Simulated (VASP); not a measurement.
# Nb2Te6Mo (R-3) in VASP: single point with PBE

Aim: the single point of Nb2Te6Mo with PBE.

Program: VASP 6.6.1. These are calculated values, not measurements. Logs are shortened: lines on timing, memory, paths and dates and some standing lists are left out, and cuts for length are marked.

## Step 1: The cell of the first run

It takes space group R-3 (No. 148, trigonal). Conventional cell: a = 6.268 Å, b = 6.268 Å, c = 23.446 Å, α = 90.00°, β = 90.00°, γ = 120.00°. Within 3.7 Å of Nb (site symmetry 3) lie 6 Te at 2.80 Å and 3 Mo at 3.62 Å and 3 Nb at 3.62 Å. Within 3.7 Å of Te (site symmetry 1) lie 1 Mo at 2.77 Å and 2 Nb at 2.80 Å and 6 Te at 3.57 to 3.64 Å. Within 3.7 Å of Mo (site symmetry -3) lie 6 Te at 2.77 Å and 6 Nb at 3.62 Å.

## Step 2: Single point, PBE

The input, INCAR:

```
PREC = Accurate ; ENCUT = 520
EDIFF = 1E-6 ; ISMEAR = 0
SIGMA = 0.1 ; LREAL = F
LASPH = T ; NELM = 80
ALGO = Fast ; ISIF = 2
LWAVE = F ; LCHARG = F
GGA = PE ; NBANDS = 48
```

The input, KPOINTS:

```
Automatic mesh
0
Gamma
  6 6 6
```

The input, POSCAR:

```
Nb2Te6Mo
1.0
    3.1338831558      1.8093482836      7.8152682669
   -3.1338831558      1.8093482836      7.8152682669
    0.0000000000     -3.6186965672      7.8152682669
Nb Te Mo
2 6 1
Direct
    0.8332741072      0.8332741072      0.8332741072
    0.1667258928      0.1667258928      0.1667258928
    0.9078362385      0.5791134087      0.2498088147
    0.2498088147      0.9078362385      0.5791134087
    0.5791134087      0.2498088147      0.9078362385
    0.0921637615      0.4208865913      0.7501911853
    0.4208865913      0.7501911853      0.0921637615
    0.7501911853      0.0921637615      0.4208865913
    0.5000000000      0.5000000000      0.5000000000
```

Potentials or basis: VASP PAW PBE potentials, release 64 (Nb_sv, Te, Mo_sv).

Launch:

```sh
> cat potpaw_PBE.64/Nb_sv/POTCAR potpaw_PBE.64/Te/POTCAR potpaw_PBE.64/Mo_sv/POTCAR > POTCAR
> mpirun -np 1 vasp_std > vasp.out
```

OUTCAR:

```text
PREC = Accurate
   ENCUT = 520
   EDIFF = 1E-6
   ISMEAR = 0
   LREAL = F
   LASPH = T
   NELM = 80
   ISIF = 2
   GGA = PE

 ion  position               nearest neighbor table
   1  0.833  0.833  0.833-   7 2.80   8 2.80   6 2.80   3 2.80   4 2.80   5 2.80
   2  0.167  0.167  0.167-   5 2.80   4 2.80   3 2.80   6 2.80   8 2.80   7 2.80
   3  0.908  0.579  0.250-   9 2.77   2 2.80   1 2.80   5 3.57   4 3.57   4 3.64   5 3.64   5 3.64
                             4 3.64
   4  0.250  0.908  0.579-   9 2.77   2 2.80   1 2.80   3 3.57   5 3.57   3 3.64   5 3.64   5 3.64
                             3 3.64
   5  0.579  0.250  0.908-   9 2.77   2 2.80   1 2.80   3 3.57   4 3.57   3 3.64   4 3.64   4 3.64
                             3 3.64
   6  0.092  0.421  0.750-   9 2.77   1 2.80   2 2.80   7 3.57   8 3.57   8 3.64   7 3.64   7 3.64
                             8 3.64
   7  0.421  0.750  0.092-   9 2.77   1 2.80   2 2.80   6 3.57   8 3.57   6 3.64   8 3.64   8 3.64
                             6 3.64
   8  0.750  0.092  0.421-   9 2.77   1 2.80   2 2.80   6 3.57   7 3.57   6 3.64   7 3.64   7 3.64
                             6 3.64
   9  0.500  0.500  0.500-   3 2.77   6 2.77   5 2.77   7 2.77   4 2.77   8 2.77

  LATTYP: Found a trigonal (rhomboedric) cell.
 ALAT       =     8.6123970490
 COS(alpha) =     0.7351819953

  Lattice vectors:

 A1 = (   3.1338831558,   1.8093482836,   7.8152682669)
 A2 = (  -3.1338831558,   1.8093482836,   7.8152682669)
 A3 = (   0.0000000000,  -3.6186965672,   7.8152682669)

Analysis of symmetry for initial positions (statically):
=====================================================================
 Subroutine PRICEL returns:
 Original cell was already a primitive cell.

 Routine SETGRP: Setting up the symmetry group for a
 trigonal (rhombohedral) supercell.

 Subroutine GETGRP returns: Found  6 space group operations
 (whereof  6 operations were pure point group operations)
 out of a pool of 12 trial point group operations.

The static configuration has the point symmetry S_6 .

Analysis of symmetry for dynamics (positions and initial velocities):
=====================================================================
 Subroutine PRICEL returns:
 Original cell was already a primitive cell.

 Routine SETGRP: Setting up the symmetry group for a
 trigonal (rhombohedral) supercell.

 Subroutine GETGRP returns: Found  6 space group operations
 (whereof  6 operations were pure point group operations)
 out of a pool of 12 trial point group operations.

The dynamic configuration has the point symmetry S_6 .

 Subroutine INISYM returns: Found  6 space group operations
 (whereof  6 operations are pure point group operations),
 and found     1 'primitive' translations

----------------------------------------------------------------------------------------

                                     Primitive cell

  volume of cell :     265.8888

  direct lattice vectors                    reciprocal lattice vectors
     3.133883156  1.809348284  7.815268267     0.159546472  0.092114198  0.042651554
    -3.133883156  1.809348284  7.815268267    -0.159546472  0.092114198  0.042651554
     0.000000000 -3.618696567  7.815268267     0.000000000 -0.184228397  0.042651554

  length of vectors
     8.612397049  8.612397049  8.612397049     0.189101182  0.189101182  0.189101182

  position of ions in fractional coordinates (direct lattice)
     0.833274107  0.833274107  0.833274107
     0.166725893  0.166725893  0.166725893
     0.907836239  0.579113409  0.249808815
     0.249808815  0.907836239  0.579113409
     0.579113409  0.249808815  0.907836239
     0.092163761  0.420886591  0.750191185
     0.420886591  0.750191185  0.092163761
     0.750191185  0.092163761  0.420886591
     0.500000000  0.500000000  0.500000000

  ion indices of the primitive-cell ions
   primitive index   ion index
                 1           1
                 2           2
                 3           3
                 4           4
                 5           5
                 6           6
                 7           7
                 8           8
                 9           9

----------------------------------------------------------------------------------------

 KPOINTS: Automatic mesh

Automatic generation of k-mesh.
 Grid dimensions read from file:
 generate k-points for:    6    6    6

 Generating k-lattice:

  Cartesian coordinates                     Fractional coordinates (reciprocal lattice)
     0.026591079  0.015352366  0.007108592     0.166666667 -0.000000000  0.000000000
    -0.026591079  0.015352366  0.007108592    -0.000000000  0.166666667  0.000000000
     0.000000000 -0.030704733  0.007108592     0.000000000  0.000000000  0.166666667

  Length of vectors
     0.031516864  0.031516864  0.031516864

  Shift w.r.t. Gamma in fractional coordinates (k-lattice)
     0.000000000  0.000000000  0.000000000

 Subroutine IBZKPT returns following result:
 ===========================================

 Found     40 irreducible k-points:

 Following reciprocal coordinates:
            Coordinates               Weight
  0.000000  0.000000  0.000000      1.000000
  0.166667 -0.000000  0.000000      6.000000
  0.333333 -0.000000  0.000000      6.000000
  0.500000  0.000000  0.000000      3.000000
  0.166667  0.166667  0.000000      6.000000
  0.333333  0.166667 -0.000000      6.000000
[... 16 lines left out ...]
  0.333333  0.333333  0.166667      6.000000
  0.500000  0.333333  0.166667      6.000000
 [... further k-points ...]
   k-points           NKPTS =     40   k-points in BZ     NKDIM =     40   number of bands    NBANDS=     48
   number of dos      NEDOS =    301   number of ions     NIONS =      9
   total plane-waves  NPLWV = 262144
   dimension x,y,z NGX =    64 NGY =   64 NGZ =   64
   dimension x,y,z NGXF=   128 NGYF=  128 NGZF=  128
   ions per type =               2   6   1
   NGX,Y,Z   is equivalent  to a cutoff of  12.35, 12.35, 12.35 a.u.
   NGXF,Y,Z  is equivalent  to a cutoff of  24.71, 24.71, 24.71 a.u.
 SYSTEM =  unknown system
   PREC   = accura    normal or accurate (medium, high low for compatibility)
   ISTART =      0    job   : 0-new  1-cont  2-samecut
   ICHARG =      2    charge: 1-file 2-atom 10-const
   ISPIN  =      1    spin polarized calculation?
   LNONCOLLINEAR =      F non collinear calculations
   LSORBIT =      F    spin-orbit coupling
   LASPH  =      T    aspherical Exc in radial PAW
   ENCUT  =  520.0 eV  38.22 Ry    6.18 a.u.  16.01 16.01 16.01*2*pi/ulx,y,z
   NELM   =     80;   NELMIN=  2; NELMDL= -5     # of ELM steps
   EDIFF  = 0.1E-05   stopping-criterion for ELM
   LREAL  =      F    real-space projection
   EDIFFG = 0.1E-04   stopping-criterion for IOM
   NSW    =      0    number of steps for IOM
   IBRION =     -1    ionic relax: 0-MD 1-quasi-New 2-CG
   NFREE  =      0    steps in history (QN), initial steepest desc. (CG)
   ISIF   =      2    stress and relaxation
   ISYM   =      2    0-nonsym 1-usesym 2-fastsym
   POTIM  = 0.5000    time-step for ionic-motion
   TEBEG  =    0.0;   TEEND  =   0.0 temperature during run
   PSTRESS=    0.0 pullay stress
   NELECT =      76.0000    total number of electrons
   NUPDOWN=      -1.0000    fix difference up-down
   EMIN   =  10.00;   EMAX   =-10.00  energy-range for DOS
   EFERMI =   0.00;   METHOD = LEGACY
   ISMEAR =     0;   SIGMA  =   0.10  broadening in eV -4-tet -1-fermi 0-gaus
   EFERMI_NEDOS =   21; number of points for ismear=-14 and -15
   IALGO  =     68    algorithm
   IMIX   =      4    mixing-type and parameters
     AMIX     =   0.40;   BMIX     =  1.00
     AMIX_MAG =   1.60;   BMIX_MAG =  1.00
  volume/ion in A,a.u.               =      29.54       199.37
  Fermi-wavevector in a.u.,A,eV,Ry     =   1.078399  2.037878 15.822808  1.162944
  Thomas-Fermi vector in A             =   2.214336
   LORBIT       =      0    0 simple, 1 ext, 2 COOP (PROOUT), +10 PAW based schemes
   GGA     = PE    functional components
   LHFCALC =     F    Hartree Fock is set to
   AEXX    =    0.0000 exact exchange contribution
   IVDW    =     0    specifies the selected vdW correction
   LEPSILON=     F    determine dielectric tensor
   LRPA    =     F    only Hartree local field effects (RPA)
 non-spin polarized calculation
 RMM-DIIS sequential band-by-band and
 Gauss-broadening in eV      SIGMA  =   0.10
  energy-cutoff  :      520.00
  volume of cell :      265.89
 maximum number of plane-waves:      7188
   NGX = 33   NGY = 33   NGZ = 33

 number of electron      76.0000001 magnetization

 Free energy of the ion-electron system (eV)
  ---------------------------------------------------
  ext. energy  EPLUGINS =         0.00000000
  ---------------------------------------------------
  free energy    TOTEN  =       -53.17459080 eV

  energy without entropy =      -53.15212697  energy(sigma->0) =      -53.16335889

 E-fermi :   6.5572     XC(G=0):  -9.4812

 val. band max:        6.5562587015   @ k =  -0.1667   0.1667   0.0000
 cond. band min:       6.5577599638   @ k =   0.5000  -0.1667  -0.3333
 fundamental gap:      0.0015012623
 Fermi energy:         6.5572146522

 k-point     1 :       0.0000    0.0000    0.0000
  band No.  band energies     occupation
      1     -54.4396      2.00000
      2     -48.7861      2.00000
      3     -48.7774      2.00000
      4     -28.5853      2.00000
      5     -28.5853      2.00000
      6     -28.4594      2.00000
[... 40 lines left out ...]
     47       9.4316      0.00000
     48       9.8195      0.00000

 k-point     2 :       0.1667   -0.0000    0.0000
  band No.  band energies     occupation
      1     -54.4396      2.00000
      2     -48.7856      2.00000
      3     -48.7779      2.00000
      4     -28.5853      2.00000
      5     -28.5853      2.00000
      6     -28.4593      2.00000
[... 1114 lines left out ...]
 k-point    24 :       0.5000    0.3333    0.1667
  band No.  band energies     occupation
      1     -54.4396      2.00000
      2     -48.7847      2.00000
      3     -48.7789      2.00000
      4     -28.5854      2.00000
      5     -28.5852      2.00000
      6     -28.4593      2.00000
[... 40 lines left out ...]
     47       8.8258      0.00000
     48       9.0643      0.00000

 [... further k-points ...]

------------------------ aborting loop because EDIFF is reached ----------------------------------------

  FORCE on cell =-STRESS in cart. coord.  units (eV):
  Direction    XX          YY          ZZ          XY          YZ          ZX
  --------------------------------------------------------------------------------------
  -------------------------------------------------------------------------------------
  Total       -0.1715379     -0.1715379     -0.0258134      0.0000000      0.0000000      0.0000000
  in kB       -1.0336428     -1.0336428     -0.1555450      0.0000002      0.0000000      0.0000000
  external PRESSURE =      -0.7409436 kB  Pullay stress =       0.0000000 kB

 VOLUME and BASIS-vectors are now :
 -----------------------------------------------------------------------------
  energy-cutoff  :      520.00
  volume of cell :      265.89
      direct lattice vectors                 reciprocal lattice vectors
     3.133883156  1.809348284  7.815268267     0.159546472  0.092114198  0.042651554
    -3.133883156  1.809348284  7.815268267    -0.159546472  0.092114198  0.042651554
     0.000000000 -3.618696567  7.815268267     0.000000000 -0.184228397  0.042651554

 POSITION                                       TOTAL-FORCE (eV/Angst)
 -----------------------------------------------------------------------------------
      0.00000      0.00000     19.53678         0.000000     -0.000000     -0.000399
      0.00000      0.00000      3.90902         0.000000     -0.000000      0.000399
      1.03018      1.78643     13.57323         0.002720      0.004638     -0.000400
     -2.06218     -0.00105     13.57323        -0.005377      0.000037     -0.000400
      1.03200     -1.78537     13.57323         0.002657     -0.004675     -0.000400
     -1.03018     -1.78643      9.87257        -0.002720     -0.004638      0.000400
     -1.03200      1.78537      9.87257        -0.002657      0.004675      0.000400
      2.06218      0.00105      9.87257         0.005377     -0.000037      0.000400
      0.00000      0.00000     11.72290         0.000000     -0.000000      0.000000
 -----------------------------------------------------------------------------------
    total drift:                               -0.000000     -0.000000      0.000000

  FREE ENERGIE OF THE ION-ELECTRON SYSTEM (eV)
  ---------------------------------------------------
  free  energy   TOTEN  =       -53.1745908046 eV

  energy  without entropy=      -53.1521269687  energy(sigma->0) =      -53.16335889
```

It took 54 min on 1 thread of Oxide Virtual Turin-like, shared host; peak memory 0.83 GiB.

What came out:

* Free energy: -53.1746 eV
* Pressure: -0.1 GPa
* Largest force: 0.005 eV/Å
* Band gap on the k mesh: zero (bands 38 and 39 overlap by 1.39 eV)

Forces on the atoms (eV/Å):
```
Nb   0.000  0.000  0.000
Nb   0.000  0.000  0.000
Te   0.003  0.005  0.000
Te  -0.005  0.000  0.000
Te   0.003 -0.005  0.000
Te  -0.003 -0.005  0.000
Te  -0.003  0.005  0.000
Te   0.005  0.000  0.000
Mo   0.000  0.000  0.000
```

Stress tensor (GPa, compression positive):
```
-0.10  0.00  0.00
 0.00 -0.10  0.00
 0.00  0.00 -0.02
```

Caveat: spin-orbit coupling is left out, which moves the levels of the heavy elements.
